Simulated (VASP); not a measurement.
Here is a VASP 6.6.1 calculation.

The input INCAR:

```
ALGO = Normal
EDIFF = 1E-6
ENCUT = 520
GGA = PE
ISIF = 2
ISMEAR = 0
LASPH = True
LCHARG = False
LREAL = False
LWAVE = False
NBANDS = 48
NELM = 100
PREC = Accurate
SIGMA = 0.1
```

File KPOINTS:

```
k-points
0
Gamma
  6 6 10
```

POSCAR

```
LaO2F2
1.0
    5.8411901909      0.0000000000      0.0000000000
    0.0000000000      5.8411901909      0.0000000000
    0.0000000000      0.0000000000      3.7729708510
La O F
2 4 4
Direct
    0.0000000000      0.0000000000      0.0000000000
    0.5000000000      0.5000000000      0.0000000000
    0.4211131457      0.9211131457      0.0000000000
    0.0788868543      0.4211131457      0.0000000000
    0.5788868543      0.0788868543      0.0000000000
    0.9211131457      0.5788868543      0.0000000000
    0.2286645501      0.7286645501      0.5000000000
    0.2713354499      0.2286645501      0.5000000000
    0.7713354499      0.2713354499      0.5000000000
    0.7286645501      0.7713354499      0.5000000000
```

Potentials or basis: VASP PAW PBE potentials, release 64 (La, O, F).

Launch:

```bash
$ cat potpaw_PBE.64/La/POTCAR potpaw_PBE.64/O/POTCAR potpaw_PBE.64/F/POTCAR > POTCAR
$ mpirun -np 1 vasp_std > vasp.out
```

Q: Predict the pressure.

A: 0.1 GPa.

Q: Predict the band gap on the k mesh.

A: Zero (bands 37 and 38 overlap by 0.15 eV).

Stress tensor (GPa, compression positive):
```
 0.26  0.00  0.00
 0.00  0.26  0.00
 0.00  0.00 -0.35
```

Caveat: spin-orbit coupling is left out, which moves the levels of the heavy elements.
